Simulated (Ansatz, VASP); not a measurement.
# Two plane-wave programs on Cs

```xyz
1
Lattice="0.0000 4.1063 3.6325 4.1063 0.0000 3.6325 4.1063 4.1063 0.0000" Properties=species:S:1:pos:R:3 pbc="T T T"
Cs    0.0000    0.0000    0.0000
```

Change from the starting cell: strain +0.040 along x and y, -0.080 along z, atoms carried along.

Alike in both runs: task single point; functional PBEsol; k mesh 10 × 10 × 10; occupations gaussian, width 0.15 eV; no spin polarisation.

|  | VASP | Ansatz |
| --- | --- | --- |
| version | VASP 6.6.1 | Ansatz 0.2.0 |
| potentials or method | VASP PAW PBE potentials, release 64 (Cs_sv), cutoff 520 eV | scalar-relativistic, plane waves, PAW |
| valence electrons in the cell | 9 | 9 |

```csv
,VASP,Ansatz,Ansatz less VASP
gap on the k mesh at the Fermi level (eV),none,none,-
pressure (GPa),-0.2,-0.2,+0.01
```

VASP's potentials were made for PBE, not for PBEsol. A gap of «none» marks a metal or a gap that the smearing closes. With one functional, cell and mesh, what is left measures potentials, basis and numerics.

Neither program's run includes spin-orbit coupling.
